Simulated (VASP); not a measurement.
A run of VASP 6.6.1:

INCAR

```
SYSTEM = Cr
PREC     = Accurate       ! precision mode
ENCUT    = 520            ! plane-wave cutoff, eV
EDIFF    = 1E-6           ! SCF threshold, eV
ISMEAR   = 1              ! smearing method
SIGMA    = 0.6            ! smearing width, eV
LREAL    = .FALSE.        ! projectors in reciprocal space
LASPH    = .TRUE.         ! aspherical terms in the spheres
NELM     = 60             ! most SCF steps
ALGO     = Normal         ! electronic algorithm
ISIF     = 2              ! what is computed and relaxed
LWAVE    = .FALSE.        ! write WAVECAR
LCHARG   = .FALSE.        ! write CHGCAR
GGA      = PE             ! functional
NBANDS   = 12             ! bands
```

KPOINTS

```
regular mesh
0
G
  15 15 15
  0 0 0
```

POSCAR

```
Cr
1.0
   -1.4243177237      1.4243177237      1.4243177237
    1.4243177237     -1.4243177237      1.4243177237
    1.4243177237      1.4243177237     -1.4243177237
Cr
1
Direct
    0.0000000000      0.0000000000      0.0000000000
```

Potentials or basis: VASP PAW PBE potentials, release 64 (Cr_pv).

Command:

```sh
$ cat potpaw_PBE.64/Cr_pv/POTCAR > POTCAR
$ mpirun -np 1 vasp_std > vasp.out
```

Hardware: 1 thread of Intel Xeon 6975P-C, with other jobs on the host.

Task: Estimate the wall time of this run.

Result: It took 8.2 s on 1 thread of Intel Xeon 6975P-C (shared host), peak memory 0.13 GiB. Counts: scf iterations 12, k points 120.
